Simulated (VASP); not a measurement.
# BaTiO3 (P4mm) in VASP: further runs

Runs on BaTiO3. Level: revPBE. Tasks: single point.

Everything below comes from runs of VASP 6.6.1. Logs are shortened: lines on timing, memory, paths and dates and some standing lists are left out, and cuts for length are marked.

## (1) The cell of the first run

Symmetry: P4mm, No. 99, tetragonal system. The conventional cell has a = 3.973 Å, b = 3.973 Å, c = 3.991 Å, α = 90.00°, β = 90.00°, γ = 90.00°. Ba (site symmetry 4mm) has 12 O at 2.77 to 2.86 Å and 8 Ti at 3.42 to 3.47 Å within 3.6 Å. Within 2.5 Å of Ti (site symmetry 4mm) lie 6 O at 1.88 to 2.11 Å. Within 2.6 Å of O (site symmetry 2mm) lie 2 Ti at 1.99 Å. O (site symmetry 4mm) has 2 Ti at 1.88 to 2.11 Å within 2.5 Å.

## (2) Single point, revPBE

File INCAR:

```
  PREC = Accurate
  ENCUT = 910
  EDIFF = 1E-6
  ISMEAR = -1
  SIGMA = 0.05
  LREAL = F
  LASPH = T
  NELM = 120
  ALGO = Normal
  ISIF = 2
  LWAVE = F
  LCHARG = F
  GGA = RE
  NBANDS = 28
  GGA_COMPAT = F
```

File KPOINTS:

```
regular mesh
0
Gamma
  7 7 7
```

File POSCAR:

```
BaTiO3
1.0
    3.9729548958      0.0000000000      0.0000000000
    0.0000000000      3.9729548958      0.0000000000
    0.0000000000      0.0000000000      3.9910327445
Ba Ti O
1 1 3
Direct
    0.0000000000      0.0000000000      0.0000000000
    0.5000000000      0.5000000000      0.4900000000
    0.0000000000      0.5000000000      0.5170000000
    0.5000000000      0.0000000000      0.5170000000
    0.5000000000      0.5000000000      0.0190000000
```

Potentials or basis: VASP PAW PBE potentials, release 64 (Ba_sv, Ti_sv, O_h).

On the command line:

```bash
> cat potpaw_PBE.64/Ba_sv/POTCAR potpaw_PBE.64/Ti_sv/POTCAR potpaw_PBE.64/O_h/POTCAR > POTCAR
> mpirun -np 1 vasp_std > vasp.out
```

OUTCAR:

```text
PREC = Accurate
   ENCUT = 910
   EDIFF = 1E-6
   ISMEAR = -1
   LREAL = F
   LASPH = T
   NELM = 120
   ISIF = 2
   GGA = RE

 ion  position               nearest neighbor table
   1  0.000  0.000  0.000-   3 2.77   4 2.77   3 2.77   4 2.77   5 2.81   5 2.81   5 2.81   5 2.81
                             4 2.86   3 2.86   4 2.86   3 2.86   2 3.42   2 3.42   2 3.42   2 3.42
   2  0.500  0.500  0.490-   5 1.88   4 1.99   3 1.99   4 1.99   3 1.99   5 2.11   1 3.42   1 3.42
                             1 3.42   1 3.42   1 3.47   1 3.47   1 3.47   1 3.47
   3  0.000  0.500  0.517-   2 1.99   2 1.99   1 2.77   1 2.77   1 2.86   1 2.86
   4  0.500  0.000  0.517-   2 1.99   2 1.99   1 2.77   1 2.77   1 2.86   1 2.86
   5  0.500  0.500  0.019-   2 1.88   2 2.11   1 2.81   1 2.81   1 2.81   1 2.81

  LATTYP: Found a simple tetragonal cell.
 ALAT       =     3.9729548958
 C/A-ratio  =     1.0045502275

  Lattice vectors:

 A1 = (   3.9729548958,   0.0000000000,   0.0000000000)
 A2 = (   0.0000000000,   3.9729548958,   0.0000000000)
 A3 = (   0.0000000000,   0.0000000000,   3.9910327445)

Analysis of symmetry for initial positions (statically):
=====================================================================
 Subroutine PRICEL returns:
 Original cell was already a primitive cell.

 Routine SETGRP: Setting up the symmetry group for a
 simple tetragonal supercell.

 Subroutine GETGRP returns: Found  8 space group operations
 (whereof  8 operations were pure point group operations)
 out of a pool of 16 trial point group operations.

The static configuration has the point symmetry C_4v.

Analysis of symmetry for dynamics (positions and initial velocities):
=====================================================================
 Subroutine PRICEL returns:
 Original cell was already a primitive cell.

 Routine SETGRP: Setting up the symmetry group for a
 simple tetragonal supercell.

 Subroutine GETGRP returns: Found  8 space group operations
 (whereof  8 operations were pure point group operations)
 out of a pool of 16 trial point group operations.

The dynamic configuration has the point symmetry C_4v.

 Subroutine INISYM returns: Found  8 space group operations
 (whereof  8 operations are pure point group operations),
 and found     1 'primitive' translations

----------------------------------------------------------------------------------------

                                     Primitive cell

  volume of cell :      62.9959

  direct lattice vectors                    reciprocal lattice vectors
     3.972954896  0.000000000  0.000000000     0.251701826  0.000000000  0.000000000
     0.000000000  3.972954896  0.000000000     0.000000000  0.251701826  0.000000000
     0.000000000  0.000000000  3.991032745     0.000000000  0.000000000  0.250561713

  length of vectors
     3.972954896  3.972954896  3.991032745     0.251701826  0.251701826  0.250561713

  position of ions in fractional coordinates (direct lattice)
     0.000000000  0.000000000  0.000000000
     0.500000000  0.500000000  0.490000000
     0.000000000  0.500000000  0.517000000
     0.500000000  0.000000000  0.517000000
     0.500000000  0.500000000  0.019000000

  ion indices of the primitive-cell ions
   primitive index   ion index
                 1           1
                 2           2
                 3           3
                 4           4
                 5           5

----------------------------------------------------------------------------------------

 KPOINTS: regular mesh

Automatic generation of k-mesh.
 Grid dimensions read from file:
 generate k-points for:    7    7    7

 Generating k-lattice:

  Cartesian coordinates                     Fractional coordinates (reciprocal lattice)
     0.035957404  0.000000000  0.000000000     0.142857143  0.000000000  0.000000000
     0.000000000  0.035957404  0.000000000     0.000000000  0.142857143  0.000000000
     0.000000000  0.000000000  0.035794530     0.000000000  0.000000000  0.142857143

  Length of vectors
     0.035957404  0.035957404  0.035794530

  Shift w.r.t. Gamma in fractional coordinates (k-lattice)
     0.000000000  0.000000000  0.000000000

 Subroutine IBZKPT returns following result:
 ===========================================

 Found     40 irreducible k-points:

 Following reciprocal coordinates:
            Coordinates               Weight
  0.000000  0.000000  0.000000      1.000000
  0.142857  0.000000  0.000000      4.000000
  0.285714  0.000000  0.000000      4.000000
  0.428571  0.000000  0.000000      4.000000
  0.142857  0.142857  0.000000      4.000000
  0.285714  0.142857  0.000000      8.000000
[... 16 lines left out ...]
  0.285714  0.000000  0.285714      8.000000
  0.428571  0.000000  0.285714      8.000000
 [... further k-points ...]
   k-points           NKPTS =     40   k-points in BZ     NKDIM =     40   number of bands    NBANDS=     28
   number of dos      NEDOS =    301   number of ions     NIONS =      5
   total plane-waves  NPLWV =  64000
   dimension x,y,z NGX =    40 NGY =   40 NGZ =   40
   dimension x,y,z NGXF=    80 NGYF=   80 NGZF=   80
   ions per type =               1   1   3
   NGX,Y,Z   is equivalent  to a cutoff of  16.74, 16.74, 16.66 a.u.
   NGXF,Y,Z  is equivalent  to a cutoff of  33.48, 33.48, 33.32 a.u.
 SYSTEM =  unknown system
   PREC   = accura    normal or accurate (medium, high low for compatibility)
   ISTART =      0    job   : 0-new  1-cont  2-samecut
   ICHARG =      2    charge: 1-file 2-atom 10-const
   ISPIN  =      1    spin polarized calculation?
   LNONCOLLINEAR =      F non collinear calculations
   LSORBIT =      F    spin-orbit coupling
   LASPH  =      T    aspherical Exc in radial PAW
   ENCUT  =  910.0 eV  66.88 Ry    8.18 a.u.   9.77  9.77  9.82*2*pi/ulx,y,z
   NELM   =    120;   NELMIN=  2; NELMDL= -5     # of ELM steps
   EDIFF  = 0.1E-05   stopping-criterion for ELM
   LREAL  =      F    real-space projection
   EDIFFG = 0.1E-04   stopping-criterion for IOM
   NSW    =      0    number of steps for IOM
   IBRION =     -1    ionic relax: 0-MD 1-quasi-New 2-CG
   NFREE  =      0    steps in history (QN), initial steepest desc. (CG)
   ISIF   =      2    stress and relaxation
   ISYM   =      2    0-nonsym 1-usesym 2-fastsym
   POTIM  = 0.5000    time-step for ionic-motion
   TEBEG  =    0.0;   TEEND  =   0.0 temperature during run
   PSTRESS=    0.0 pullay stress
   NELECT =      40.0000    total number of electrons
   NUPDOWN=      -1.0000    fix difference up-down
   EMIN   =  10.00;   EMAX   =-10.00  energy-range for DOS
   EFERMI =   0.00;   METHOD = LEGACY
   ISMEAR =    -1;   SIGMA  =   0.05  broadening in eV -4-tet -1-fermi 0-gaus
   EFERMI_NEDOS =   21; number of points for ismear=-14 and -15
   IALGO  =     38    algorithm
   IMIX   =      4    mixing-type and parameters
     AMIX     =   0.40;   BMIX     =  1.00
     AMIX_MAG =   1.60;   BMIX_MAG =  1.00
  volume/ion in A,a.u.               =      12.60        85.02
  Fermi-wavevector in a.u.,A,eV,Ry     =   1.407097  2.659027 26.938466  1.979921
  Thomas-Fermi vector in A             =   2.529390
   LORBIT       =      0    0 simple, 1 ext, 2 COOP (PROOUT), +10 PAW based schemes
   GGA     = RE    functional components
   LHFCALC =     F    Hartree Fock is set to
   AEXX    =    0.0000 exact exchange contribution
   IVDW    =     0    specifies the selected vdW correction
   LEPSILON=     F    determine dielectric tensor
   LRPA    =     F    only Hartree local field effects (RPA)
 non-spin polarized calculation
  energy-cutoff  :      910.00
  volume of cell :       63.00
 maximum number of plane-waves:      3942
 NGX is ok and might be reduce to    40
   NGX = 19   NGY = 19   NGZ = 19

 number of electron      40.0000003 magnetization

 Free energy of the ion-electron system (eV)
  ---------------------------------------------------
  ext. energy  EPLUGINS =         0.00000000
  ---------------------------------------------------
  free energy    TOTEN  =       -38.12491328 eV

  energy without entropy =      -38.12491328  energy(sigma->0) =      -38.12491328

 E-fermi :   5.4076     XC(G=0): -11.2041

 val. band max:        4.3738350020   @ k =   0.4286   0.4286   0.4286
 cond. band min:       6.3157971038   @ k =   0.0000   0.0000   0.0000
 fundamental gap:      1.9419621018
 Fermi energy:         5.4076411264

 k-point     1 :       0.0000    0.0000    0.0000
  band No.  band energies     occupation
      1     -52.1536      2.00000
      2     -28.3536      2.00000
      3     -28.3213      2.00000
      4     -28.3213      2.00000
      5     -20.3774      2.00000
      6     -12.5619      2.00000
[... 20 lines left out ...]
     27       9.6216      0.00000
     28      12.1102      0.00000

 k-point     2 :       0.1429    0.0000    0.0000
  band No.  band energies     occupation
      1     -52.1534      2.00000
      2     -28.3532      2.00000
      3     -28.3323      2.00000
      4     -28.3208      2.00000
      5     -20.3531      2.00000
      6     -12.5821      2.00000
[... 20 lines left out ...]
     27      10.0079      0.00000
     28      12.5939      0.00000

 k-point     3 :       0.2857    0.0000    0.0000
  band No.  band energies     occupation
      1     -52.1530      2.00000
      2     -28.3569      2.00000
      3     -28.3522      2.00000
      4     -28.3199      2.00000
      5     -20.2975      2.00000
      6     -12.6909      2.00000
[... 20 lines left out ...]
     27      11.0061      0.00000
     28      12.8724      0.00000

 k-point     4 :       0.4286    0.0000    0.0000
  band No.  band energies     occupation
      1     -52.1526      2.00000
      2     -28.3764      2.00000
      3     -28.3515      2.00000
      4     -28.3191      2.00000
      5     -20.2518      2.00000
      6     -12.8114      2.00000
[... 20 lines left out ...]
     27      12.0219      0.00000
     28      12.7584      0.00000

 k-point     5 :       0.1429    0.1429    0.0000
  band No.  band energies     occupation
      1     -52.1532      2.00000
      2     -28.3528      2.00000
      3     -28.3321      2.00000
      4     -28.3315      2.00000
      5     -20.3304      2.00000
      6     -12.5768      2.00000
[... 20 lines left out ...]
     27      10.3535      0.00000
     28      12.7916      0.00000

 k-point     6 :       0.2857    0.1429    0.0000
  band No.  band energies     occupation
      1     -52.1527      2.00000
      2     -28.3563      2.00000
      3     -28.3518      2.00000
      4     -28.3307      2.00000
      5     -20.2785      2.00000
      6     -12.6322      2.00000
[... 463 lines left out ...]
      5     -20.3002      2.00000
      6     -12.6613      2.00000
[... 20 lines left out ...]
     27      11.0217      0.00000
     28      12.8676      0.00000

 k-point    22 :       0.1429    0.0000    0.2857
  band No.  band energies     occupation
      1     -52.1528      2.00000
      2     -28.3872      2.00000
      3     -28.3308      2.00000
      4     -28.3196      2.00000
      5     -20.2812      2.00000
      6     -12.5997      2.00000
[... 20 lines left out ...]
     27      11.3944      0.00000
     28      13.1428      0.00000

 k-point    23 :       0.2857    0.0000    0.2857
  band No.  band energies     occupation
      1     -52.1523      2.00000
      2     -28.3858      2.00000
      3     -28.3549      2.00000
      4     -28.3186      2.00000
      5     -20.2377      2.00000
      6     -12.5020      2.00000
[... 20 lines left out ...]
     27      12.3983      0.00000
     28      13.1925      0.00000

 k-point    24 :       0.4286    0.0000    0.2857
  band No.  band energies     occupation
      1     -52.1519      2.00000
      2     -28.3847      2.00000
      3     -28.3741      2.00000
      4     -28.3179      2.00000
      5     -20.2022      2.00000
      6     -12.4861      2.00000
[... 20 lines left out ...]
     27      13.0214      0.00000
     28      13.4937      0.00000

 [... further k-points ...]
[... 5 lines left out ...]
  --------------------------------------------------------------------------------------
  -------------------------------------------------------------------------------------
  Total        4.1383973      4.1383973      4.5086446      0.0000000      0.0000000      0.0000000
  in kB      105.2519629    105.2519629    114.6684727      0.0000000      0.0000000      0.0000000
  external PRESSURE =     108.3907995 kB  Pullay stress =       0.0000000 kB

 VOLUME and BASIS-vectors are now :
 -----------------------------------------------------------------------------
  energy-cutoff  :      910.00
  volume of cell :       63.00
      direct lattice vectors                 reciprocal lattice vectors
     3.972954896  0.000000000  0.000000000     0.251701826  0.000000000  0.000000000
     0.000000000  3.972954896  0.000000000     0.000000000  0.251701826  0.000000000
     0.000000000  0.000000000  3.991032745     0.000000000  0.000000000  0.250561713

 POSITION                                       TOTAL-FORCE (eV/Angst)
 -----------------------------------------------------------------------------------
      0.00000      0.00000      0.00000         0.000000     -0.000000      0.106845
      1.98648      1.98648      1.95561        -0.000000     -0.000000     -0.046993
      0.00000      1.98648      2.06336        -0.000000     -0.000000     -0.111328
      1.98648      0.00000      2.06336        -0.000000      0.000000     -0.111328
      1.98648      1.98648      0.07583        -0.000000      0.000000      0.162805
 -----------------------------------------------------------------------------------
    total drift:                                0.000000      0.000000     -0.002009

  FREE ENERGIE OF THE ION-ELECTRON SYSTEM (eV)
  ---------------------------------------------------
  free  energy   TOTEN  =       -38.1249132777 eV

  energy  without entropy=      -38.1249132773  energy(sigma->0) =      -38.12491328
```

It took 78 s on 1 thread of Intel Xeon 6975P-C (Granite Rapids), shared host; peak memory 0.34 GiB.

What came out:

```
Free energy            : -38.1249 eV
Pressure               : 10.8 GPa
Largest force          : 0.163 eV/Å
Band gap on the k mesh : 1.94 eV, indirect (least direct gap 2.12 eV)
```

Forces on the atoms (eV/Å):
```
Ba   0.000  0.000  0.107
Ti   0.000  0.000 -0.047
O    0.000  0.000 -0.111
O    0.000  0.000 -0.111
O    0.000  0.000  0.163
```

Caveat: the cutoff is under 1.25 times the usual one of these potentials, so pressure, stress and relaxed cells hold a basis-set (Pulay) error; the PAW data sets were made with another functional, which shifts forces and pressure a little; spin-orbit coupling is left out, which moves the levels of the heavy elements. A k mesh can miss the band edges.

(Continued in part 2 of 2.)
